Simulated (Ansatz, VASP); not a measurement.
# One calculation of AlP, two programs

```
Al P
1.0
     0.00000    2.77518    2.77518
     2.77518    0.00000    2.77518
     2.77518    2.77518    0.00000
Al P
1 1
Direct
  0.00000 0.00000 0.00000
  0.25000 0.25000 0.25000
```

Alike in both runs: functional r2SCAN; k mesh 10 × 10 × 10; occupations fermi-dirac, width 0.02 eV; no spin polarisation.

Ansatz relaxed the structure, and its values are those at the end. VASP's run is a single point on that final structure, the one shown.

```csv
,VASP,Ansatz
version,VASP 6.6.1,Ansatz 0.2.0
potentials or method,"VASP PAW PBE potentials, release 64 (Al, P), cutoff 550 eV",PAW plane waves
valence electrons in the cell,8,8
```

Ansatz gave:

* gap on the k mesh at the Fermi level (eV): 1.99
* pressure (GPa): -3.3

Which values does VASP return?

gap on the k mesh at the Fermi level (eV): 2.00; pressure (GPa): -3.5.

VASP's potentials were made for PBE, not for r2SCAN. Ansatz's warnings: stress scf threshold loose.
